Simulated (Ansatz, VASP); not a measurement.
**Two plane-wave programs on ZrZn4N**

```
Zr Zn N
1.0
     0.00000    3.94397    3.94397
     3.94397    0.00000    3.94397
     3.94397    3.94397    0.00000
Zr Zn N
1 4 1
Direct
  0.50000 0.50000 0.50000
  0.13893 0.13893 0.13893
  0.13893 0.13893 0.58320
  0.13893 0.58320 0.13893
  0.58320 0.13893 0.13893
  0.00000 0.00000 0.00000
```

Alike in both runs: functional PBE; k mesh 4 × 4 × 4; occupations gaussian, width 0.1 eV; no spin polarisation.

Ansatz relaxed the structure, and its values are those at the end. VASP's run is a single point on that final structure, the one shown.

|  | VASP | Ansatz |
| --- | --- | --- |
| version | VASP 6.6.1 | Ansatz 0.2.0 |
| potentials or method | VASP PAW PBE potentials, release 64 (Zr_sv, Zn, N), cutoff 520 eV | scalar-relativistic, plane waves, PAW |
| valence electrons in the cell | 65 | 65 |

Ansatz gave:

```
gap on the k mesh at the Fermi level (eV) : none
pressure (GPa)                            : 0.0
rms of the force components (eV/Å)        : 0.006
```

Q: What did VASP give for the same quantities?

A: gap on the k mesh at the Fermi level (eV): none; pressure (GPa): 0.4; rms of the force components (eV/Å): 0.013.

A gap of «none» marks a metal or a gap that the smearing closes.
